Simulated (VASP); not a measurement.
Input of a VASP 6.6.1 run:

Contents of INCAR:

```
PREC = Accurate
ENCUT = 520
EDIFF = 1E-7
ISMEAR = -1
SIGMA = 0.1
LREAL = F
LASPH = T
NELM = 100
ALGO = Normal
ISIF = 2
LWAVE = F
LCHARG = F
GGA = PS
NBANDS = 10
```

The input KPOINTS:

```
Automatic mesh
0
Gamma
  15 15 15
```

The input POSCAR:

```
Re
1.0
    2.2440570400      0.0000000000      0.0000000000
    0.0000000000      2.2440570400      0.0000000000
    0.0000000000      0.0000000000      2.2440570400
Re
1
Direct
    0.0000000000      0.0000000000      0.0000000000
```

Potentials or basis: VASP PAW PBE potentials, release 64 (Re).

Run with:

```console
$ cat potpaw_PBE.64/Re/POTCAR > POTCAR
$ mpirun -np 1 vasp_std > vasp.out
```

Problem. Estimate the pressure.

Solution. 242.4 GPa.

Caveat: the PAW data sets were made with another functional, which shifts forces and pressure a little.
